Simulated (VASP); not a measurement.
MnSb:

```
Sb Mn
1.0
     4.15000    0.00000    0.00000
    -2.07500    3.59401    0.00000
     0.00000    0.00000    5.78000
Sb Mn
2 2
Cartesian
  2.0750 1.1980 4.3350
  0.0000 2.3960 1.4450
  0.0000 0.0000 2.8900
  0.0000 0.0000 0.0000
```

Base run:

- Program: VASP 6.6.1
- Functional: PBEsol
- Potentials or basis: VASP PAW PBE potentials, release 64 (Sb, Mn_pv)
- Cutoff: 520 eV
- k mesh: 6 × 6 × 4
- Occupations: fermi-dirac, width 0.05 eV
- Spin: collinear spin, ferromagnetic start
- Starting moments: [0.0, 0.0, 3.0, 3.0] μB
- Fixed moment: 6 μB

Its results: pressure -9.6 GPa; site moments Sb -0.15; Mn +3.13 μB.

**Question.** The run is repeated on the same cell with these changes: fixed moment from 6 μB to 10 μB; moments at the start from [0.0, 0.0, 3.0, 3.0] to [0.0, 0.0, 5.0, 5.0]. What comes out?

**Answer.** Pressure 6.9 GPa; site moments Sb +0.21; Mn +4.16 μB.

Caveats: the PAW data sets were made with another functional, which shifts forces and pressure a little; the total moment is fixed, so each spin has its own Fermi level; only a ferromagnetic start was run, and an antiferromagnetic order may lie lower in energy; the cell stands under tension (at least some runs); the cell stands under pressure (at least some runs).
